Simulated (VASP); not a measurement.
# C in VASP: a series of runs

C is run at these levels: PBE+D3(BJ); tasks: single point, relaxation of shape and atoms at fixed volume.

Program: VASP 6.6.1. These are calculated values, not measurements. Logs are shortened: lines on timing, memory, paths and dates and some standing lists are left out, and cuts for length are marked.

## Step 1: The cell of the first run

The cell holds a slab with vacuum, 4 atoms: a = 2.465 Å, b = 2.465 Å, c = 22.493 Å, α = 90.00°, β = 90.00°, γ = 120.00°.

## Step 2: Single point, PBE+D3(BJ) (29.59 Å³/atom)

File INCAR:

```
SYSTEM = C
PREC = Accurate
ENCUT = 520
EDIFF = 1E-6
ISMEAR = 0
SIGMA = 0.1
LREAL = .False.
LASPH = .True.
NELM = 80
ALGO = Normal
ISIF = 2
LWAVE = .False.
LCHARG = .False.
GGA = PE
IVDW = 12
NBANDS = 16
```

File KPOINTS:

```
Automatic mesh
0
Gamma
  18 18 2
  0 0 0
```

File POSCAR:

```
C
1.0
    2.4649483935      0.0000000000      0.0000000000
   -1.2324741967      2.1347079277      0.0000000000
    0.0000000000      0.0000000000     22.4927848357
C
4
Direct
    0.0000000000      0.0000000000      0.5756726805
    0.0000000000      0.0000000000      0.4243273195
    0.3333333333      0.6666666667      0.4243063457
    0.6666666667      0.3333333333      0.5756936543
```

Potentials or basis: VASP PAW PBE potentials, release 64 (C).

The run is started by

```bash
$ cat potpaw_PBE.64/C/POTCAR > POTCAR
$ mpirun -np 1 vasp_std > vasp.out
```

OUTCAR:

```text
SYSTEM = C
   PREC = Accurate
   ENCUT = 520
   EDIFF = 1E-6
   ISMEAR = 0
   LREAL = .False.
   LASPH = .True.
   NELM = 80
   ISIF = 2
   GGA = PE
   IVDW = 12
 IVDW          = 12

 ion  position               nearest neighbor table
   1  0.000  0.000  0.576-   4 1.42   4 1.42   4 1.42
   2  0.000  0.000  0.424-   3 1.42   3 1.42   3 1.42
   3  0.333  0.667  0.424-   2 1.42   2 1.42   2 1.42
   4  0.667  0.333  0.576-   1 1.42   1 1.42   1 1.42

  LATTYP: Found a hexagonal cell.
 ALAT       =     2.4649483935
 C/A-ratio  =     9.1250530417

  Lattice vectors:

 A1 = (   2.4649483935,   0.0000000000,   0.0000000000)
 A2 = (  -1.2324741967,   2.1347079277,   0.0000000000)
 A3 = (   0.0000000000,   0.0000000000,  22.4927848357)

Analysis of symmetry for initial positions (statically):
=====================================================================
 Subroutine PRICEL returns:
 Original cell was already a primitive cell.

 Routine SETGRP: Setting up the symmetry group for a
 hexagonal supercell.

 Subroutine GETGRP returns: Found 12 space group operations
 (whereof 12 operations were pure point group operations)
 out of a pool of 24 trial point group operations.

The static configuration has the point symmetry D_3d.

Analysis of symmetry for dynamics (positions and initial velocities):
=====================================================================
 Subroutine PRICEL returns:
 Original cell was already a primitive cell.

 Routine SETGRP: Setting up the symmetry group for a
 hexagonal supercell.

 Subroutine GETGRP returns: Found 12 space group operations
 (whereof 12 operations were pure point group operations)
 out of a pool of 24 trial point group operations.

The dynamic configuration has the point symmetry D_3d.

 Subroutine INISYM returns: Found 12 space group operations
 (whereof 12 operations are pure point group operations),
 and found     1 'primitive' translations

----------------------------------------------------------------------------------------

                                     Primitive cell

  volume of cell :     118.3558

  direct lattice vectors                    reciprocal lattice vectors
     2.464948393  0.000000000  0.000000000     0.405688007  0.234224080  0.000000000
    -1.232474197  2.134707928  0.000000000     0.000000000  0.468448160  0.000000000
[... 89 lines left out ...]
   EDIFF  = 0.1E-05   stopping-criterion for ELM
   LREAL  =      F    real-space projection
   EDIFFG = 0.1E-04   stopping-criterion for IOM
   NSW    =      0    number of steps for IOM
   IBRION =     -1    ionic relax: 0-MD 1-quasi-New 2-CG
   NFREE  =      0    steps in history (QN), initial steepest desc. (CG)
   ISIF   =      2    stress and relaxation
   ISYM   =      2    0-nonsym 1-usesym 2-fastsym
   POTIM  = 0.5000    time-step for ionic-motion
   TEBEG  =    0.0;   TEEND  =   0.0 temperature during run
   PSTRESS=    0.0 pullay stress
   NELECT =      16.0000    total number of electrons
   NUPDOWN=      -1.0000    fix difference up-down
   EMIN   =  10.00;   EMAX   =-10.00  energy-range for DOS
   EFERMI =   0.00;   METHOD = LEGACY
   ISMEAR =     0;   SIGMA  =   0.10  broadening in eV -4-tet -1-fermi 0-gaus
   EFERMI_NEDOS =   21; number of points for ismear=-14 and -15
   IALGO  =     38    algorithm
   IMIX   =      4    mixing-type and parameters
     AMIX     =   0.40;   BMIX     =  1.00
     AMIX_MAG =   1.60;   BMIX_MAG =  1.00
  volume/ion in A,a.u.               =      29.59       199.68
  Fermi-wavevector in a.u.,A,eV,Ry     =   0.840204  1.587756  9.604945  0.705944
  Thomas-Fermi vector in A             =   1.954548
   LORBIT       =      0    0 simple, 1 ext, 2 COOP (PROOUT), +10 PAW based schemes
   GGA     = PE    functional components
   LHFCALC =     F    Hartree Fock is set to
   AEXX    =    0.0000 exact exchange contribution
   IVDW    =    12    specifies the selected vdW correction
   LEPSILON=     F    determine dielectric tensor
   LRPA    =     F    only Hartree local field effects (RPA)
 non-spin polarized calculation
 Gauss-broadening in eV      SIGMA  =   0.10
  energy-cutoff  :      520.00
  volume of cell :      118.36
 maximum number of plane-waves:      3236
   NGX =  9   NGY =  9   NGZ = 83

 number of electron      15.9999997 magnetization

 Free energy of the ion-electron system (eV)
  ---------------------------------------------------
  ext. energy  EPLUGINS =         0.00000000
  ---------------------------------------------------
  free energy    TOTEN  =       -36.87933769 eV

  energy without entropy =      -36.87864111  energy(sigma->0) =      -36.87898940

 E-fermi :  -1.5972     XC(G=0):  -3.4867

 val. band max:       -1.5971622003   @ k =   0.3333   0.3333   0.0000
 cond. band min:      -1.5971550566   @ k =   0.3333   0.3333   0.5000
 fundamental gap:      0.0000071437
 Fermi energy:        -1.5971580244

 k-point     1 :       0.0000    0.0000    0.0000
  band No.  band energies     occupation
      1     -21.1827      2.00000
      2     -21.0485      2.00000
      3      -9.6531      2.00000
      4      -8.7492      2.00000
      5      -4.6286      2.00000
      6      -4.6286      2.00000
[... 433 lines left out ...]
      3     -13.8326      2.00000
      4     -13.7613      2.00000
      5      -8.8449      2.00000
      6      -8.8114      2.00000
[... 8 lines left out ...]
     15       9.5644      0.00000
     16      10.1951      0.00000

 [... further k-points ...]

------------------------ aborting loop because EDIFF is reached ----------------------------------------

 Edisp (eV)   -0.47423

 E8    (eV) :    -0.1417

  FORCE on cell =-STRESS in cart. coord.  units (eV):
  Direction    XX          YY          ZZ          XY          YZ          ZX
  --------------------------------------------------------------------------------------
  -------------------------------------------------------------------------------------
  Total       0.19985     0.19985    -0.02588     0.00000    -0.00000    -0.00000
  in kB       2.70538     2.70538    -0.35035     0.00000    -0.00000    -0.00000
  external pressure =        1.69 kB  Pullay stress =        0.00 kB

 VOLUME and BASIS-vectors are now :
 -----------------------------------------------------------------------------
  energy-cutoff  :      520.00
  volume of cell :      118.36
      direct lattice vectors                 reciprocal lattice vectors
     2.464948393  0.000000000  0.000000000     0.405688007  0.234224080  0.000000000
    -1.232474197  2.134707928  0.000000000     0.000000000  0.468448160  0.000000000
     0.000000000  0.000000000 22.492784836     0.000000000  0.000000000  0.044458701

 POSITION                                       TOTAL-FORCE (eV/Angst)
 -----------------------------------------------------------------------------------
      0.00000      0.00000     12.94848        -0.000000      0.000000     -0.000421
      0.00000      0.00000      9.54430         0.000000     -0.000000      0.000421
     -0.00000      1.42314      9.54383         0.000000      0.000000      0.000497
      1.23247      0.71157     12.94895        -0.000000      0.000000     -0.000497
 -----------------------------------------------------------------------------------
    total drift:                               -0.000000      0.000000     -0.000000

  FREE ENERGIE OF THE ION-ELECTRON SYSTEM (eV)
  ---------------------------------------------------
  free  energy   TOTEN  =       -37.3535643847 eV

  energy  without entropy=      -37.3528677996  energy(sigma->0) =      -37.35321609
```

stdout:

```text
POSCAR found type information on POSCAR C
 POSCAR found :  1 types and       4 ions
 scaLAPACK will be used
 LDA part: xc-table for (Slater+PW92), standard interpolation
 POSCAR, INCAR and KPOINTS ok, starting setup
 FFT: planning ... GRIDC
 FFT: planning ... GRID_SOFT
 FFT: planning ... GRID
 WAVECAR not read
 entering main loop
```

Wall time 2.9 min (1 thread of Intel Xeon Platinum 8259CL at 2.50GHz (Skylake/Cascade Lake), shared host); peak memory 0.28 GiB.

What came out:

```yaml
Free_energy: -37.3536 eV
Band_gap_on_the_k_mesh: zero (filled and empty bands touch)
Dispersion_energy_per_atom: -0.119 eV
```

Levels at points of the mesh, in eV from the Fermi level:
| k point | band 6 | band 7 | band 8 | band 9 | band 10 | band 11 |
| --- | --- | --- | --- | --- | --- | --- |
| (0.00, 0.00, 0.00) | -3.03 | -3.02 | -3.02 | 3.42 | 3.80 | 4.40 |
| (0.50, 0.00, 0.00) | -6.40 | -2.54 | -2.21 | 1.55 | 1.87 | 7.30 |
| (0.00, 0.00, 0.50) | -3.03 | -3.02 | -3.02 | 3.43 | 3.77 | 4.50 |
| (0.50, 0.00, 0.50) | -6.40 | -2.54 | -2.21 | 1.55 | 1.87 | 7.30 |

## Step 3: Single point, PBE+D3(BJ) (30.53 Å³/atom)

This run uses another cell than the first one.

INCAR, as its differences from that of step 2:

```diff
@@ -8,3 +8,3 @@
 LASPH = .True.
-NELM = 80
+NELM = 100
 ALGO = Normal
```

KPOINTS is that of step 2.

File POSCAR:

```
C
1.0
    2.4649588339      0.0000000000      0.0000000000
   -1.2324794169      2.1347169694      0.0000000000
    0.0000000000      0.0000000000     23.2104430522
C
4
Direct
    0.0000000000      0.0000000000      0.5733755752
    0.0000000000      0.0000000000      0.4266244248
    0.3333333333      0.6666666667      0.4266041225
    0.6666666667      0.3333333333      0.5733958775
```

Potentials or basis: VASP PAW PBE potentials, release 64 (C).

The run is started by

```bash
$ cat potpaw_PBE.64/C/POTCAR > POTCAR
$ mpirun -np 1 vasp_std > vasp.out
```

Run time: 2.8 min. Hardware: 1 thread of Intel Xeon Platinum 8259CL at 2.50GHz (Skylake/Cascade Lake), shared host; peak memory 0.28 GiB.

The run converged. Its results:

| Property | Result |
| --- | --- |
| Free energy | -37.3536 eV |
| Band gap on the k mesh | zero (filled and empty bands touch) |
| Dispersion energy per atom | -0.118 eV |

Levels at points of the mesh, in eV from the Fermi level:
| k point | band 5 | band 6 | band 7 | band 8 | band 9 | band 10 | band 11 | band 12 |
| --- | --- | --- | --- | --- | --- | --- | --- | --- |
| (0.00, 0.00, 0.00) | -3.03 | -3.03 | -3.02 | -3.02 | 3.42 | 3.80 | 4.37 | 5.20 |
| (0.50, 0.00, 0.00) | -6.42 | -6.40 | -2.54 | -2.21 | 1.55 | 1.87 | 7.30 | 7.48 |
| (0.00, 0.00, 0.50) | -3.03 | -3.03 | -3.02 | -3.02 | 3.43 | 3.78 | 4.45 | 4.97 |
| (0.50, 0.00, 0.50) | -6.42 | -6.40 | -2.54 | -2.21 | 1.55 | 1.87 | 7.30 | 7.48 |

## Step 4: Single point, PBE+D3(BJ) (33.37 Å³/atom)

This run uses another cell than the first one.

File INCAR:

```
SYSTEM = C
ALGO = Normal ; EDIFF = 1E-6
ENCUT = 520 ; GGA = PE
ISIF = 2 ; ISMEAR = 0
IVDW = 12 ; LASPH = .TRUE.
LCHARG = .FALSE. ; LREAL = .FALSE.
LWAVE = .FALSE. ; NBANDS = 16
NELM = 80 ; PREC = Accurate
SIGMA = 0.1
```

File KPOINTS:

```
k-points
0
G
  18 18 2
  0 0 0
```

File POSCAR:

```
C
1.0
    2.4658412520      0.0000000000      0.0000000000
   -1.2329206260      2.1354811659      0.0000000000
    0.0000000000      0.0000000000     25.3458392102
C
4
Direct
    0.0000000000      0.0000000000      0.5671877183
    0.0000000000      0.0000000000      0.4328122817
    0.3333333333      0.6666666667      0.4327935515
    0.6666666667      0.3333333333      0.5672064485
```

Potentials or basis: VASP PAW PBE potentials, release 64 (C).

The run is started by

```bash
$ cat potpaw_PBE.64/C/POTCAR > POTCAR
$ mpirun -np 1 vasp_std > vasp.out
```

OUTCAR:

```text
SYSTEM = C
   EDIFF = 1E-6
   ENCUT = 520
   GGA = PE
   ISIF = 2
   ISMEAR = 0
   IVDW = 12
   LASPH = .TRUE.
   LREAL = .FALSE.
   NELM = 80
   PREC = Accurate
 IVDW          = 12

 ion  position               nearest neighbor table
   1  0.000  0.000  0.567-   4 1.42   4 1.42   4 1.42
   2  0.000  0.000  0.433-   3 1.42   3 1.42   3 1.42
   3  0.333  0.667  0.433-   2 1.42   2 1.42   2 1.42
   4  0.667  0.333  0.567-   1 1.42   1 1.42   1 1.42

  LATTYP: Found a hexagonal cell.
[... 655 lines left out ...]

 E8    (eV) :    -0.1417

  FORCE on cell =-STRESS in cart. coord.  units (eV):
  Direction    XX          YY          ZZ          XY          YZ          ZX
  --------------------------------------------------------------------------------------
  -------------------------------------------------------------------------------------
  Total       0.09617     0.09617    -0.02609     0.00000     0.00000     0.00000
  in kB       1.15442     1.15442    -0.31325     0.00000     0.00000     0.00000
  external pressure =        0.67 kB  Pullay stress =        0.00 kB

 VOLUME and BASIS-vectors are now :
 -----------------------------------------------------------------------------
  energy-cutoff  :      520.00
  volume of cell :      133.47
      direct lattice vectors                 reciprocal lattice vectors
     2.465841252  0.000000000  0.000000000     0.405541111  0.234139269  0.000000000
    -1.232920626  2.135481166  0.000000000     0.000000000  0.468278539  0.000000000
     0.000000000  0.000000000 25.345839210     0.000000000  0.000000000  0.039454208

 POSITION                                       TOTAL-FORCE (eV/Angst)
 -----------------------------------------------------------------------------------
      0.00000      0.00000     14.37585         0.000000      0.000000     -0.000719
      0.00000      0.00000     10.96999        -0.000000      0.000000      0.000719
     -0.00000      1.42365     10.96952         0.000000     -0.000000      0.000930
      1.23292      0.71183     14.37632        -0.000000      0.000000     -0.000930
 -----------------------------------------------------------------------------------
    total drift:                               -0.000000      0.000000      0.000000

  FREE ENERGIE OF THE ION-ELECTRON SYSTEM (eV)
  ---------------------------------------------------
  free  energy   TOTEN  =       -37.3537166370 eV

  energy  without entropy=      -37.3530200493  energy(sigma->0) =      -37.35336834
```

OSZICAR:

```text
N       E                     dE             d eps       ncg     rms          rms(c)
DAV:   1     0.113240523838E+03    0.11324E+03   -0.62948E+03  2384   0.773E+02
DAV:   2    -0.269417176286E+02   -0.14018E+03   -0.12438E+03  3608   0.182E+02
DAV:   3    -0.390953096305E+02   -0.12154E+02   -0.12043E+02  3216   0.609E+01
[... 12 lines left out ...]
DAV:  16    -0.368798060972E+02   -0.58533E-04   -0.21921E-06  2880   0.646E-03    0.252E-03
DAV:  17    -0.368798267214E+02   -0.20624E-04   -0.68827E-07  2592   0.375E-03    0.139E-03
DAV:  18    -0.368798332830E+02   -0.65616E-05   -0.14904E-07  2176   0.158E-03    0.433E-04
DAV:  19    -0.368798360789E+02   -0.27959E-05   -0.42415E-08  2120   0.849E-04    0.266E-04
DAV:  20    -0.368798363980E+02   -0.31909E-06   -0.50922E-09  2008   0.342E-04
   1 F= -.37353717E+02 E0= -.37353368E+02  d E =-.696588E-03
```

Wall time 3 min (1 thread of Intel Xeon Platinum 8259CL at 2.50GHz (Skylake/Cascade Lake), shared host); peak memory 0.3 GiB.

Results:

```yaml
Free_energy: -37.3537 eV
Band_gap_on_the_k_mesh: zero (filled and empty bands touch)
Dispersion_energy_per_atom: -0.118 eV
```

(Continued in part 2 of 2.)
